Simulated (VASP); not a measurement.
Wanted: the native input for a VASP 6.6.1 run.

* Task: single point
* Functional: PBEsol
* Potentials or basis: VASP PAW PBE potentials, release 64 (Pb_d, Cs_sv, Br)
* Cutoff: 500 eV
* k mesh: 4 × 4 × 4
* Occupations: fermi-dirac, width 0.05 eV
* Spin: no spin polarisation
* Dipole correction: no
* Further INCAR settings: ALGO = Normal; EDIFF = 1e-06; NBANDS = 30

The structure of CsPbBr3 lies in POSCAR:

```
CsPbBr3
1.0
    5.6352000000      0.0000000000      0.0000000000
    0.0000000000      5.6352000000      0.0000000000
    0.0000000000      0.0000000000      5.8700000000
Pb Cs Br
1 1 3
Direct
    0.5000000000      0.5000000000      0.5000000000
    0.0000000000      0.0000000000      0.0000000000
    0.5000000000      0.5000000000      0.0000000000
    0.5000000000      0.0000000000      0.5000000000
    0.0000000000      0.5000000000      0.5000000000
```

The input as run:

INCAR

```
SYSTEM = CsPbBr3
PREC = Accurate
ENCUT = 500
EDIFF = 1E-6
ISMEAR = -1
SIGMA = 0.05
LREAL = .FALSE.
LASPH = .TRUE.
NELM = 120
ALGO = Normal
ISIF = 2
LWAVE = .FALSE.
LCHARG = .TRUE.
GGA = PS
LELF = .TRUE.
LVHAR = .TRUE.
NBANDS = 30
GGA_COMPAT = .FALSE.
```

KPOINTS

```
Automatic mesh
0
G
  4 4 4
  0 0 0
```

Potentials or basis: VASP PAW PBE potentials, release 64 (Pb_d, Cs_sv, Br).

Command:

```bash
$ cat potpaw_PBE.64/Pb_d/POTCAR potpaw_PBE.64/Cs_sv/POTCAR potpaw_PBE.64/Br/POTCAR > POTCAR
$ mpirun -np 1 vasp_std > vasp.out
```

It gave:

```
Pressure               : 2.4 GPa
Band gap on the k mesh : 0.80 eV
```

Caveat: the PAW data sets were made with another functional, which shifts forces and pressure a little; spin-orbit coupling is left out, which moves the levels of the heavy elements.

It took 2.3 min on 1 thread of Intel(R) Xeon(R) Platinum 8375C CPU @ 2.90GHz (Ice Lake), with other jobs on the host, peak memory 0.32 GiB.
